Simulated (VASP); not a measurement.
A run of VASP 6.6.1 is set up as follows.

The input INCAR:

```
SYSTEM = BaTiO3
ALGO = Normal
EDIFF = 1E-7
ENCUT = 520
GGA = PS
ISIF = 2
ISMEAR = -1
LASPH = .TRUE.
LCHARG = .TRUE.
LELF = .TRUE.
LREAL = .FALSE.
LVHAR = .TRUE.
LWAVE = .FALSE.
NBANDS = 28
NELM = 100
PREC = Accurate
SIGMA = 0.05
```

Contents of KPOINTS:

```
k-points
0
G
  7 7 7
  0 0 0
```

The input POSCAR:

```
BaTiO3
1.0
    3.9855000000      0.0000000000      0.0000000000
    0.0000000000      2.8369000000      2.8451500000
    0.0000000000     -2.8369000000      2.8451500000
Ba Ti O
1 1 3
Direct
    0.0000000000      0.0000000000      0.0000000000
    0.5000000000      0.5124000000      0.5124000000
    0.5000000000      0.9918400000      0.5052400000
    0.5000000000      0.5052400000      0.9918400000
    0.0000000000      0.4874000000      0.4874000000
```

Potentials or basis: VASP PAW PBE potentials, release 64 (Ba_sv, Ti_sv, O).

Command:

```console
$ cat potpaw_PBE.64/Ba_sv/POTCAR potpaw_PBE.64/Ti_sv/POTCAR potpaw_PBE.64/O/POTCAR > POTCAR
$ mpirun -np 1 vasp_std > vasp.out
```

(1) Predict the largest force.

(2) Predict the pressure.

(3) Predict the band gap on the k mesh.

Answers

(1) 0.277 eV/Å.

(2) -2.1 GPa.

(3) 1.88 eV (least direct gap 2.01 eV).

Caveat: the PAW data sets were made with another functional, which shifts forces and pressure a little; spin-orbit coupling is left out, which moves the levels of the heavy elements; an odd mesh through Γ misses points on the zone boundary, where band edges can lie.
